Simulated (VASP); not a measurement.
Input of a VASP 6.6.1 run:

File INCAR:

```
SYSTEM = O
PREC = Accurate
ENCUT = 520
EDIFF = 1E-7
ISMEAR = 0
SIGMA = 0.02
LREAL = .FALSE.
LASPH = .TRUE.
NELM = 150
ALGO = Normal
ISIF = 2
LWAVE = .FALSE.
LCHARG = .FALSE.
ISPIN = 2
MAGMOM = 0.61 0.61
LORBIT = 11
GGA = PE
IVDW = 12
NBANDS = 17
```

KPOINTS

```
regular mesh
0
G
  9 9 9
  0 0 0
```

File POSCAR:

```
O
1.0
    1.6814310186      0.9707746512      3.7585194147
   -1.6814310186      0.9707746512      3.7585194147
    0.0000000000     -1.9415493025      3.7585194147
O
2
Direct
    0.9459822789      0.9459822789      0.9459822789
    0.0540177211      0.0540177211      0.0540177211
```

Potentials or basis: VASP PAW PBE potentials, release 64 (O).

Launch:

```sh
$ cat potpaw_PBE.64/O/POTCAR > POTCAR
$ mpirun -np 1 vasp_std > vasp.out
```

Q: What does it give for the dispersion energy per atom?

A: -0.043 eV.

Q: Estimate the net moment.

A: 2.00 μB per cell.

Q: Predict the largest force.

A: 1.157 eV/Å.

Q: Estimate the site moments.

A: O +0.81 μB.

Forces on the atoms (eV/Å):
```
O    0.000  0.000 -1.157
O    0.000  0.000  1.157
```

Caveat: the standard files for N, O and F lose accuracy on very short bonds; forces of over 1 eV/Å act on the atoms, so gaps and moduli don't describe the material at rest.
